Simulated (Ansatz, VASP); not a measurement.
**One calculation of NbC, two programs**

```
Nb C
1.0
     0.00000    2.20000    2.20000
     2.20000    0.00000    2.20000
     2.20000    2.20000    0.00000
Nb C
1 1
Direct
  0.00000 0.00000 0.00000
  0.50000 0.50000 0.50000
```

Alike in both runs: task relaxation of cell and atoms; functional PBE; k mesh 6 × 6 × 6; occupations gaussian, width 0.1 eV; no spin polarisation.

|  | VASP | Ansatz |
| --- | --- | --- |
| version | VASP 6.6.1 | Ansatz 0.2.0 |
| potentials or method | VASP PAW PBE potentials, release 64 (Nb_sv, C), cutoff 600 eV | scalar-relativistic, plane waves, PAW |
| valence electrons in the cell | 17 | 17 |

|  | VASP | Ansatz | Ansatz less VASP |
| --- | --- | --- | --- |
| gap on the k mesh at the Fermi level, each at its own relaxed structure (eV) | none | none | - |
| relaxed volume (Å³/atom) | 11.25 | 11.26 | +0.013 |
| relaxed cell length with the largest relative difference (Å) | 3.169 | 3.170 | +0.0012 |

A gap of «none» marks a metal or a gap that the smearing closes.

The k mesh is coarse, so the values compare programs but aren't converged.
